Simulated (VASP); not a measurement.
NbRu, 2 atoms in the cell. It takes space group Pm-3m (No. 221, cubic). The conventional cell has a = 3.173 Å, b = 3.173 Å, c = 3.173 Å, α = 90.00°, β = 90.00°, γ = 90.00°. Within 3.6 Å of Nb (site symmetry m-3m) lie 8 Ru at 2.75 Å and 6 Nb at 3.17 Å. Ru (site symmetry m-3m) has 8 Nb at 2.75 Å and 6 Ru at 3.17 Å within 3.6 Å. 

```yaml
Program: VASP 6.6.1
Task: electric field gradients
Functional: PBEsol
Potentials_or_basis: VASP PAW PBE potentials, release 64 (Nb_sv, Ru_pv)
Cutoff: 520 eV
k_mesh: 11 × 11 × 11
Occupations: fermi-dirac, width 0.03 eV
Spin: no spin polarisation
Dipole_correction: no
Further_INCAR_settings: ALGO = Normal; EDIFF = 1e-08; NBANDS = 20
```

Potentials or basis: VASP PAW PBE potentials, release 64 (Nb_sv, Ru_pv).

Run with:

```sh
$ cat potpaw_PBE.64/Nb_sv/POTCAR potpaw_PBE.64/Ru_pv/POTCAR > POTCAR
$ mpirun -np 1 vasp_std > vasp.out
```

Hardware: 1 thread of Intel Xeon 8259CL (shared host).

Q: Estimate the wall time of this run.

A: It took 41 s on 1 thread of Intel Xeon 8259CL, on a shared host, peak memory 0.16 GiB. Counts: scf iterations 15, k points 56.
